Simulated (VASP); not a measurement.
Set up this calculation in VASP 6.6.1, as the native input.

- Task: single point
- Functional: RPBE
- Potentials or basis: VASP PAW PBE potentials, release 64 (W_sv)
- Cutoff: 520 eV
- k mesh: 6 × 6 × 6
- Occupations: fermi-dirac, width 0.272114 eV
- Spin: no spin polarisation
- Dipole correction: no
- Further INCAR settings: ALGO = Normal; EDIFF = 1e-06; NBANDS = 13

The structure of W lies in POSCAR:

```
W
1.0
   -1.5851577801      1.5851577801      1.5851577801
    1.5851577801     -1.5851577801      1.5851577801
    1.5851577801      1.5851577801     -1.5851577801
W
1
Direct
    0.0000000000      0.0000000000      0.0000000000
```

The input as run:

INCAR

```
SYSTEM = W
  PREC = Accurate
  ENCUT = 520
  EDIFF = 1E-6
  ISMEAR = -1
  SIGMA = 0.27211386245988
  LREAL = .False.
  LASPH = .True.
  NELM = 60
  ALGO = Normal
  ISIF = 2
  LWAVE = .False.
  LCHARG = .False.
  GGA = RP
  NBANDS = 13
```

KPOINTS

```
regular mesh
0
Gamma
  6 6 6
  0 0 0
```

Potentials or basis: VASP PAW PBE potentials, release 64 (W_sv).

Command:

```console
$ cat potpaw_PBE.64/W_sv/POTCAR > POTCAR
$ mpirun -np 1 vasp_std > vasp.out
```

It gave:

```json
{
 "Pressure": "7.0 GPa",
 "Band gap on the k mesh": "zero (band 7 reaches 16.60 eV, above the bottom of band 8 at 10.25 eV)"
}
```

Caveat: the k points lie up to 0.47 Å⁻¹ apart; the PAW data sets were made with another functional, which shifts forces and pressure a little; spin-orbit coupling is left out, which moves the levels of the heavy elements.

Run time: 3.8 s on 1 thread of Intel(R) Xeon(R) Platinum 8259CL CPU @ 2.50GHz (Skylake/Cascade Lake) (shared host), peak memory 0.12 GiB.
